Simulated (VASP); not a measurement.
Input of a VASP 6.6.1 run:

Contents of INCAR:

```
  PREC = Accurate
  ENCUT = 600
  EDIFF = 1E-7
  ISMEAR = 0
  SIGMA = 0.1
  LREAL = False
  LASPH = True
  NELM = 60
  ALGO = Fast
  ISIF = 3
  LWAVE = False
  LCHARG = False
  GGA = PS
  IBRION = 2
  NSW = 100
  EDIFFG = -0.01
```

The input KPOINTS:

```
Automatic mesh
0
Gamma
  8 8 8
```

POSCAR

```
Cr
1.0
    4.4876104336      0.0000000000      0.0000000000
    0.0000000000      4.4876104336      0.0000000000
    0.0000000000      0.0000000000      4.4876104336
Cr
8
Direct
    0.5000000000      0.5000000000      0.5000000000
    0.0000000000      0.0000000000      0.0000000000
    0.2500000000      0.0000000000      0.5000000000
    0.5000000000      0.2500000000      0.0000000000
    0.5000000000      0.7500000000      0.0000000000
    0.7500000000      0.0000000000      0.5000000000
    0.0000000000      0.5000000000      0.7500000000
    0.0000000000      0.5000000000      0.2500000000
```

Potentials or basis: VASP PAW PBE potentials, release 64 (Cr_pv).

Launch:

```sh
$ cat potpaw_PBE.64/Cr_pv/POTCAR > POTCAR
$ mpirun -np 1 vasp_std > vasp.out
```

Predict the space group after relaxing (to 0.1 Å).

Pm-3n (No. 223).

Predict the band gap on the k mesh.

zero (bands 48 and 49 overlap by 0.56 eV).

Final structure:
```yaml
crystal:
  lattice:
    - [4.48504, 0.00000, 0.00000]
    - [0.00000, 4.48504, 0.00000]
    - [0.00000, 0.00000, 4.48504]
  atoms:
    - { symbol: Cr, position: [0.50000, 0.50000, 0.50000] }
    - { symbol: Cr, position: [0.00000, 0.00000, 0.00000] }
    - { symbol: Cr, position: [0.25000, 0.00000, 0.50000] }
    - { symbol: Cr, position: [0.50000, 0.25000, 0.00000] }
    - { symbol: Cr, position: [0.50000, 0.75000, 0.00000] }
    - { symbol: Cr, position: [0.75000, 0.00000, 0.50000] }
    - { symbol: Cr, position: [0.00000, 0.50000, 0.75000] }
    - { symbol: Cr, position: [0.00000, 0.50000, 0.25000] }
```

Caveat: the run has no spin polarisation, though such a crystal can be magnetic. Spin polarisation is off, so any magnetic state and its effect on volume and gap are missing.
